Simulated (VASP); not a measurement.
Mg: single point with PBE

Crystal: Mg.

```xyz
1
Lattice="0.0000 2.2443 2.2443 2.2443 0.0000 2.2443 2.2443 2.2443 0.0000" Properties=species:S:1:pos:R:3 pbc="T T T"
Mg    0.0000    0.0000    0.0000
```

This isn't the form of Mg at room conditions, which is hcp.

| Property | Result |
| --- | --- |
| Program | VASP 6.6.1 |
| Task | single point |
| Functional | PBE |
| Potentials or basis | VASP PAW PBE potentials, release 64 (Mg) |
| Cutoff | 520 eV |
| k mesh | 16 × 16 × 16 |
| Occupations | fermi-dirac, width 0.03 eV |
| Spin | no spin polarisation |
| Dipole correction | no |
| k mesh for the DOS | 24 × 24 × 24 |
| Occupations for the DOS | tetrahedron |
| Further INCAR settings | ALGO = Normal; EDIFF = 1e-06 |

| Quantity | Value |
| --- | --- |
| Valence electrons inside the program's atomic spheres | Mg 0.35 |

Levels at points of the mesh, in eV from the Fermi level:
```tsv
k point	band 1	band 2	band 3	band 4	band 5
(0.00, 0.00, 0.00)	-6.97	12.48	12.48	12.48	14.49
(0.50, 0.00, 0.00)	-1.71	-1.26	11.37	11.37	12.26
(0.50, 0.50, 0.00)	-0.20	0.83	6.14	7.05	7.05
```

Wall time 59 s on 1 thread of AMD EPYC 7R13, on a shared host, peak memory 0.15 GiB.
